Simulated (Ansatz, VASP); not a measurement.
Two plane-wave programs on MgO

```
Mg O
1.0
     3.49477    0.00000    0.00000
     1.74738   -3.02656   -4.19471
     1.74738    3.02656   -4.19471
Mg O
4 4
Direct
  0.87500 0.45833 0.79167
  0.37500 0.95833 0.29167
  0.12500 0.54167 0.20833
  0.62500 0.04167 0.70833
  0.62500 0.70833 0.04167
  0.12500 0.20833 0.54167
  0.37500 0.29167 0.95833
  0.87500 0.79167 0.45833
```

Alike in both runs: task single point; functional PBEsol; k mesh 8 × 8 × 8; occupations gaussian, width 0.05 eV; no spin polarisation.

```csv
,VASP,Ansatz
version,VASP 6.6.1,Ansatz 0.2.0
potentials or method,"VASP PAW PBE potentials, release 64 (Mg, O)","scalar-relativistic, plane waves, PAW"
plane-wave cutoff (eV),520,420
valence electrons in the cell,32,64
```

```csv
,VASP,Ansatz,Ansatz less VASP
gap on the k mesh at the Fermi level (eV),3.27,3.28,+0.008
pressure (GPa),-0.4,0.0,+0.41
"traceless stress, the component that is largest in VASP (GPa)",-0.05,0.03,+0.076
```

VASP's potentials were made for PBE, not for PBEsol, and Ansatz warns of the same on its side. With one functional, cell and mesh, what is left measures potentials, basis and numerics. VASP's potentials hold 32 valence electrons a cell and Ansatz's 64, so a difference there can come from the potentials and not from the codes.
